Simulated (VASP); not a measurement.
# TePb (gw) (Fm-3m) in VASP: further runs

The runs below take TePb (gw) through single point, with PBEsol.

All numbers are computed with VASP 6.6.1; they aren't measurements. Logs are shortened: lines on timing, memory, paths and dates and some standing lists are left out, and cuts for length are marked.

## (1) The cell of the first run

The structure is cubic, space group Fm-3m (No. 225). The conventional cell has a = 6.444 Å, b = 6.444 Å, c = 6.444 Å, α = 90.00°, β = 90.00°, γ = 90.00°. Within 4.2 Å of Pb (site symmetry m-3m) lie 6 Te at 3.22 Å. Within 4.2 Å of Te (site symmetry m-3m) lie 6 Pb at 3.22 Å.

## (2) Single point, PBEsol

Input file INCAR:

```
SYSTEM = TePb
PREC = Accurate ; ENCUT = 500
EDIFF = 1E-6 ; ISMEAR = 0
SIGMA = 0.01 ; LREAL = .False.
LASPH = .True. ; NELM = 120
ALGO = Normal ; ISIF = 2
LWAVE = .False. ; LCHARG = .True.
GGA = PS ; LELF = .True.
LVHAR = .True. ; NBANDS = 17
GGA_COMPAT = .False.
```

Input file KPOINTS:

```
Automatic mesh
0
Gamma
  4 4 4
  0 0 0
```

Input file POSCAR:

```
TePb
1.0
    0.0000000000      3.2219367983      3.2219367983
    3.2219367983      0.0000000000      3.2219367983
    3.2219367983      3.2219367983      0.0000000000
Pb Te
1 1
Direct
    0.0000000000      0.0000000000      0.0000000000
    0.5000000000      0.5000000000      0.5000000000
```

Potentials or basis: VASP PAW PBE potentials, release 64 (Pb_d, Te).

Command:

```sh
$ cat potpaw_PBE.64/Pb_d/POTCAR potpaw_PBE.64/Te/POTCAR > POTCAR
$ mpirun -np 1 vasp_std > vasp.out
```

OUTCAR:

```text
SYSTEM = TePb
   PREC = Accurate
   ENCUT = 500
   EDIFF = 1E-6
   ISMEAR = 0
   LREAL = .False.
   LASPH = .True.
   NELM = 120
   ISIF = 2
   GGA = PS

 ion  position               nearest neighbor table
   1  0.000  0.000  0.000-   2 3.22   2 3.22   2 3.22   2 3.22   2 3.22   2 3.22
   2  0.500  0.500  0.500-   1 3.22   1 3.22   1 3.22   1 3.22   1 3.22   1 3.22

  LATTYP: Found a face centered cubic cell.
 ALAT       =     6.4438735966

  Lattice vectors:

 A1 = (   0.0000000000,   3.2219367983,   3.2219367983)
 A2 = (   3.2219367983,   0.0000000000,   3.2219367983)
 A3 = (   3.2219367983,   3.2219367983,   0.0000000000)

Analysis of symmetry for initial positions (statically):
=====================================================================
 Subroutine PRICEL returns:
 Original cell was already a primitive cell.

 Routine SETGRP: Setting up the symmetry group for a
 face centered cubic supercell.

 Subroutine GETGRP returns: Found 48 space group operations
 (whereof 48 operations were pure point group operations)
 out of a pool of 48 trial point group operations.

The static configuration has the point symmetry O_h .

Analysis of symmetry for dynamics (positions and initial velocities):
=====================================================================
 Subroutine PRICEL returns:
 Original cell was already a primitive cell.

 Routine SETGRP: Setting up the symmetry group for a
 face centered cubic supercell.

 Subroutine GETGRP returns: Found 48 space group operations
 (whereof 48 operations were pure point group operations)
 out of a pool of 48 trial point group operations.

The dynamic configuration has the point symmetry O_h .

 Subroutine INISYM returns: Found 48 space group operations
 (whereof 48 operations are pure point group operations),
 and found     1 'primitive' translations

----------------------------------------------------------------------------------------

                                     Primitive cell

  volume of cell :      66.8931

  direct lattice vectors                    reciprocal lattice vectors
     0.000000000  3.221936798  3.221936798    -0.155186160  0.155186160  0.155186160
     3.221936798  0.000000000  3.221936798     0.155186160 -0.155186160  0.155186160
     3.221936798  3.221936798  0.000000000     0.155186160  0.155186160 -0.155186160

  length of vectors
     4.556506717  4.556506717  4.556506717     0.268790314  0.268790314  0.268790314

  position of ions in fractional coordinates (direct lattice)
     0.000000000  0.000000000  0.000000000
     0.500000000  0.500000000  0.500000000

  ion indices of the primitive-cell ions
   primitive index   ion index
                 1           1
                 2           2

----------------------------------------------------------------------------------------

 KPOINTS: Automatic mesh

Automatic generation of k-mesh.
 Grid dimensions read from file:
 generate k-points for:    4    4    4

 Generating k-lattice:

  Cartesian coordinates                     Fractional coordinates (reciprocal lattice)
    -0.038796540  0.038796540  0.038796540     0.250000000  0.000000000  0.000000000
     0.038796540 -0.038796540  0.038796540     0.000000000  0.250000000  0.000000000
     0.038796540  0.038796540 -0.038796540     0.000000000  0.000000000  0.250000000

  Length of vectors
     0.067197579  0.067197579  0.067197579

  Shift w.r.t. Gamma in fractional coordinates (k-lattice)
     0.000000000  0.000000000  0.000000000

 Subroutine IBZKPT returns following result:
 ===========================================

 Found      8 irreducible k-points:

 Following reciprocal coordinates:
            Coordinates               Weight
  0.000000  0.000000  0.000000      1.000000
  0.250000  0.000000  0.000000      8.000000
  0.500000  0.000000  0.000000      4.000000
  0.250000  0.250000  0.000000      6.000000
  0.500000  0.250000  0.000000     24.000000
 -0.250000  0.250000  0.000000     12.000000
  0.500000  0.500000  0.000000      3.000000
 -0.250000  0.500000  0.250000      6.000000
   k-points           NKPTS =      8   k-points in BZ     NKDIM =      8   number of bands    NBANDS=     17
   number of dos      NEDOS =    301   number of ions     NIONS =      2
   total plane-waves  NPLWV =  46656
   dimension x,y,z NGX =    36 NGY =   36 NGZ =   36
   dimension x,y,z NGXF=    72 NGYF=   72 NGZF=   72
   ions per type =               1   1
   NGX,Y,Z   is equivalent  to a cutoff of  13.13, 13.13, 13.13 a.u.
   NGXF,Y,Z  is equivalent  to a cutoff of  26.27, 26.27, 26.27 a.u.
 SYSTEM =  TePb
   PREC   = accura    normal or accurate (medium, high low for compatibility)
   ISTART =      0    job   : 0-new  1-cont  2-samecut
   ICHARG =      2    charge: 1-file 2-atom 10-const
   ISPIN  =      1    spin polarized calculation?
   LNONCOLLINEAR =      F non collinear calculations
   LSORBIT =      F    spin-orbit coupling
   LASPH  =      T    aspherical Exc in radial PAW
   ENCUT  =  500.0 eV  36.75 Ry    6.06 a.u.   8.31  8.31  8.31*2*pi/ulx,y,z
   NELM   =    120;   NELMIN=  2; NELMDL= -5     # of ELM steps
   EDIFF  = 0.1E-05   stopping-criterion for ELM
   LREAL  =      F    real-space projection
   EDIFFG = 0.1E-04   stopping-criterion for IOM
   NSW    =      0    number of steps for IOM
   IBRION =     -1    ionic relax: 0-MD 1-quasi-New 2-CG
   NFREE  =      0    steps in history (QN), initial steepest desc. (CG)
   ISIF   =      2    stress and relaxation
   ISYM   =      2    0-nonsym 1-usesym 2-fastsym
   POTIM  = 0.5000    time-step for ionic-motion
   TEBEG  =    0.0;   TEEND  =   0.0 temperature during run
   PSTRESS=    0.0 pullay stress
   NELECT =      20.0000    total number of electrons
   NUPDOWN=      -1.0000    fix difference up-down
   EMIN   =  10.00;   EMAX   =-10.00  energy-range for DOS
   EFERMI =   0.00;   METHOD = LEGACY
   ISMEAR =     0;   SIGMA  =   0.01  broadening in eV -4-tet -1-fermi 0-gaus
   EFERMI_NEDOS =   21; number of points for ismear=-14 and -15
   IALGO  =     38    algorithm
   IMIX   =      4    mixing-type and parameters
     AMIX     =   0.40;   BMIX     =  1.00
     AMIX_MAG =   1.60;   BMIX_MAG =  1.00
  volume/ion in A,a.u.               =      33.45       225.71
  Fermi-wavevector in a.u.,A,eV,Ry     =   1.094690  2.068664 16.304490  1.198346
  Thomas-Fermi vector in A             =   2.230999
   LORBIT       =      0    0 simple, 1 ext, 2 COOP (PROOUT), +10 PAW based schemes
   GGA     = PS    functional components
   LHFCALC =     F    Hartree Fock is set to
   AEXX    =    0.0000 exact exchange contribution
   IVDW    =     0    specifies the selected vdW correction
   LEPSILON=     F    determine dielectric tensor
   LRPA    =     F    only Hartree local field effects (RPA)
 non-spin polarized calculation
 Gauss-broadening in eV      SIGMA  =   0.01
  energy-cutoff  :      500.00
  volume of cell :       66.89
 maximum number of plane-waves:      1724
 NGX is ok and might be reduce to    36
   NGX = 17   NGY = 17   NGZ = 17

 number of electron      20.0000002 magnetization

 Free energy of the ion-electron system (eV)
  ---------------------------------------------------
  ext. energy  EPLUGINS =         0.00000000
  ---------------------------------------------------
  free energy    TOTEN  =        -8.25239278 eV

  energy without entropy =       -8.25239278  energy(sigma->0) =       -8.25239278

 E-fermi :   5.6411     XC(G=0):  -9.5110

 val. band max:        5.5668082424   @ k =   0.5000   0.0000   0.0000
 cond. band min:       6.2170478713   @ k =   0.5000   0.0000   0.0000
 fundamental gap:      0.6502396288
 Fermi energy:         5.6411226778

 k-point     1 :       0.0000    0.0000    0.0000
  band No.  band energies     occupation
      1     -11.0817      2.00000
      2     -11.0817      2.00000
      3     -11.0697      2.00000
      4     -11.0697      2.00000
      5     -11.0697      2.00000
      6      -6.5379      2.00000
[... 9 lines left out ...]
     16      11.3061      0.00000
     17      12.7684      0.00000

 k-point     2 :       0.2500    0.0000    0.0000
  band No.  band energies     occupation
      1     -11.0891      2.00000
      2     -11.0891      2.00000
      3     -11.0684      2.00000
      4     -11.0611      2.00000
      5     -11.0611      2.00000
      6      -6.0104      2.00000
[... 9 lines left out ...]
     16      12.4093      0.00000
     17      15.7903      0.00000

 k-point     3 :       0.5000    0.0000    0.0000
  band No.  band energies     occupation
      1     -11.0974      2.00000
      2     -11.0974      2.00000
      3     -11.0675      2.00000
      4     -11.0515      2.00000
      5     -11.0515      2.00000
      6      -5.0741      2.00000
[... 9 lines left out ...]
     16      14.8040      0.00000
     17      14.8040      0.00000

 k-point     4 :       0.2500    0.2500    0.0000
  band No.  band energies     occupation
      1     -11.1093      2.00000
      2     -11.0758      2.00000
      3     -11.0751      2.00000
      4     -11.0565      2.00000
      5     -11.0565      2.00000
      6      -5.8428      2.00000
[... 9 lines left out ...]
     16      13.9685      0.00000
     17      13.9723      0.00000

 k-point     5 :       0.5000    0.2500    0.0000
  band No.  band energies     occupation
      1     -11.1218      2.00000
      2     -11.0829      2.00000
      3     -11.0701      2.00000
      4     -11.0522      2.00000
      5     -11.0477      2.00000
      6      -4.9720      2.00000
[... 9 lines left out ...]
     16      15.2064      0.00000
     17      16.0031      0.00000

 k-point     6 :      -0.2500    0.2500    0.0000
  band No.  band energies     occupation
      1     -11.1022      2.00000
      2     -11.0930      2.00000
      3     -11.0629      2.00000
      4     -11.0570      2.00000
      5     -11.0555      2.00000
      6      -5.2616      2.00000
[... 9 lines left out ...]
     16      14.1107      0.00000
     17      14.9416      0.00000

 k-point     7 :       0.5000    0.5000    0.0000
  band No.  band energies     occupation
      1     -11.1486      2.00000
      2     -11.0804      2.00000
      3     -11.0699      2.00000
      4     -11.0422      2.00000
      5     -11.0422      2.00000
      6      -4.8143      2.00000
[... 9 lines left out ...]
     16      16.5039      0.00000
     17      16.5598      0.00000

 k-point     8 :      -0.2500    0.5000    0.2500
  band No.  band energies     occupation
      1     -11.1290      2.00000
      2     -11.0835      2.00000
      3     -11.0619      2.00000
      4     -11.0619      2.00000
      5     -11.0422      2.00000
      6      -4.6524      2.00000
[... 9 lines left out ...]
     16      16.6436      0.00000
     17      16.6682      0.00000

------------------------ aborting loop because EDIFF is reached ----------------------------------------

  FORCE on cell =-STRESS in cart. coord.  units (eV):
  Direction    XX          YY          ZZ          XY          YZ          ZX
  --------------------------------------------------------------------------------------
  -------------------------------------------------------------------------------------
  Total       -0.0186851     -0.0186851     -0.0186851     -0.0000000     -0.0000000      0.0000000
  in kB       -0.4475333     -0.4475333     -0.4475333     -0.0000000     -0.0000000      0.0000000
  external PRESSURE =      -0.4475333 kB  Pullay stress =       0.0000000 kB

 VOLUME and BASIS-vectors are now :
 -----------------------------------------------------------------------------
  energy-cutoff  :      500.00
  volume of cell :       66.89
      direct lattice vectors                 reciprocal lattice vectors
     0.000000000  3.221936798  3.221936798    -0.155186160  0.155186160  0.155186160
     3.221936798  0.000000000  3.221936798     0.155186160 -0.155186160  0.155186160
     3.221936798  3.221936798  0.000000000     0.155186160  0.155186160 -0.155186160

 POSITION                                       TOTAL-FORCE (eV/Angst)
 -----------------------------------------------------------------------------------
      0.00000      0.00000      0.00000        -0.000000      0.000000      0.000000
      3.22194      3.22194      3.22194         0.000000     -0.000000     -0.000000
 -----------------------------------------------------------------------------------
    total drift:                               -0.000000      0.000000      0.000000

  FREE ENERGIE OF THE ION-ELECTRON SYSTEM (eV)
  ---------------------------------------------------
  free  energy   TOTEN  =        -8.2523927776 eV

  energy  without entropy=       -8.2523927776  energy(sigma->0) =       -8.25239278
```

Run time: 19 s. Hardware: 1 thread of Intel Xeon 8259CL, shared host; peak memory 0.2 GiB.

What came out:

```yaml
Free_energy: -8.2524 eV
Pressure: 0.0 GPa
Band_gap_on_the_k_mesh: 0.65 eV, direct
```

Caveat: the k points lie up to 0.42 Å⁻¹ apart; the PAW data sets were made with another functional, which shifts forces and pressure a little; spin-orbit coupling is left out, which moves the levels of the heavy elements. A k mesh can miss the band edges.

## (3) Single point, PBEsol

Input file INCAR:

```
PREC = Accurate
ENCUT = 500
EDIFF = 1E-6
ISMEAR = 0
SIGMA = 0.01
LREAL = False
LASPH = True
NELM = 120
ALGO = Normal
ISIF = 2
LWAVE = False
LCHARG = False
GGA = PS
NBANDS = 17
GGA_COMPAT = False
```

Input file KPOINTS:

```
regular mesh
0
Gamma
  4 4 4
```

POSCAR is that of step 2.

Potentials or basis: VASP PAW PBE potentials, release 64 (Pb_d, Te).

Command:

```sh
$ cat potpaw_PBE.64/Pb_d/POTCAR potpaw_PBE.64/Te/POTCAR > POTCAR
$ mpirun -np 1 vasp_std > vasp.out
```

Wall time 21 s (1 thread of Intel Xeon 8259CL, shared host); peak memory 0.2 GiB.

Results (log left out):

* Free energy: -8.2524 eV
* Pressure: 0.0 GPa
* Band gap on the k mesh: 0.65 eV, direct

Levels at points of the mesh, in eV from the valence-band top:
| k point | band 8 | band 9 | band 10 | band 11 | band 12 | band 13 |
| --- | --- | --- | --- | --- | --- | --- |
| (0.00, 0.00, 0.00) | -1.37 | -1.37 | -1.37 | 4.07 | 4.07 | 4.07 |
| (0.50, 0.00, 0.00) | -0.90 | -0.90 | 0.00 | 0.65 | 1.22 | 1.22 |
| (0.50, 0.50, 0.00) | -4.59 | -2.85 | -2.85 | 3.17 | 5.49 | 5.49 |

Caveat: the k points lie up to 0.42 Å⁻¹ apart; the PAW data sets were made with another functional, which shifts forces and pressure a little; spin-orbit coupling is left out, which moves the levels of the heavy elements. A k mesh can miss the band edges.
